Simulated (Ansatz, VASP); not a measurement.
**Two plane-wave programs on HfC**

```
Hf C
1.0
     0.00000    2.30382    2.30382
     2.30382    0.00000    2.30382
     2.30382    2.30382    0.00000
Hf C
1 1
Direct
  0.50000 0.50000 0.50000
  0.00000 0.00000 0.00000
```

Alike in both runs: task single point; functional r2SCAN; k mesh 12 × 12 × 12; occupations gaussian, width 0.1 eV; no spin polarisation.

|  | VASP | Ansatz |
| --- | --- | --- |
| version | VASP 6.6.1 | Ansatz 0.2.0 |
| potentials or method | VASP PAW PBE potentials, release 64 (Hf_pv, C), cutoff 520 eV | plane-wave PAW, scalar-relativistic |
| valence electrons in the cell | 14 | 30 |

Ansatz gave:

- pressure (GPa): 5.5

Problem. Which values does VASP return?

Solution. Pressure (GPa): 4.5.

VASP's potentials were made for PBE, not for r2SCAN. VASP's potentials hold 14 valence electrons a cell and Ansatz's 30, so a difference there can come from the potentials and not from the codes.

Neither program's run includes spin-orbit coupling.
